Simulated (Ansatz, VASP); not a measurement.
Two plane-wave programs on TiC

```
Ti C
1.0
     0.00000    2.16641    2.16641
     2.16641    0.00000    2.16641
     2.16641    2.16641    0.00000
Ti C
1 1
Direct
  0.00000 0.00000 0.00000
  0.50000 0.50000 0.50000
```

Alike in both runs: task relaxation of cell and atoms; functional PBEsol; k mesh 16 × 16 × 16; occupations tetrahedron; no spin polarisation.

|  | VASP | Ansatz |
| --- | --- | --- |
| version | VASP 6.6.1 | Ansatz 0.2.0 |
| potentials or method | VASP PAW PBE potentials, release 64 (Ti_sv, C), cutoff 600 eV | scalar-relativistic, plane waves, PAW |
| valence electrons in the cell | 16 | 16 |

VASP gave:

| Item | Value |
| --- | --- |
| gap on the k mesh at the Fermi level, each at its own relaxed structure (eV) | none |
| relaxed volume (Å³/atom) | 9.90 |
| relaxed cell length with the largest relative difference (Å) | 3.037 |

**Question.** Estimate Ansatz's values.

**Answer.** gap on the k mesh at the Fermi level, each at its own relaxed structure (eV): none; relaxed volume (Å³/atom): 9.89; relaxed cell length with the largest relative difference (Å): 3.036.

VASP's potentials were made for PBE, not for PBEsol. A gap of «none» marks a metal or a gap that the smearing closes. Ansatz's warnings: band table not solved further, forces under tetrahedra, tetrahedron derivatives may miss energy slope.
